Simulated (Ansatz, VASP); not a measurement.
One calculation of V, two programs

```
V
1.0
    -1.49887    1.49887    1.49887
     1.49887   -1.49887    1.49887
     1.49887    1.49887   -1.49887
V
1
Cartesian
  0.0000 0.0000 0.0000
```

Alike in both runs: task electric field gradients; functional r2SCAN; k mesh 16 × 16 × 16; occupations fermi-dirac, width 0.05 eV; collinear spin.

|  | VASP | Ansatz |
| --- | --- | --- |
| version | VASP 6.6.1 | Ansatz 0.2.0 |
| potentials or method | VASP PAW PBE potentials, release 64 (V_sv) | PAW with Ansatz's default frozen-core files, scalar-relativistic |
| plane-wave cutoff (eV) | 520 | 500 |
| valence electrons in the cell | 13 | 13 |

|  | VASP | Ansatz | Ansatz less VASP |
| --- | --- | --- | --- |
| pressure (GPa) | -1.9 | -2.6 | -0.62 |
| net moment per atom (μB) | 0.00 | 0.17 | +0.167 |
| size of the moment on the site where the two differ most (μB) | 0.00 | 0.14 | +0.136 |

The net moments are unlike, so the other rows may belong to different states. VASP's potentials were made for PBE, not for r2SCAN. Site moments also hang on the region over which each program counts them. Ansatz's warnings: stability check not made.
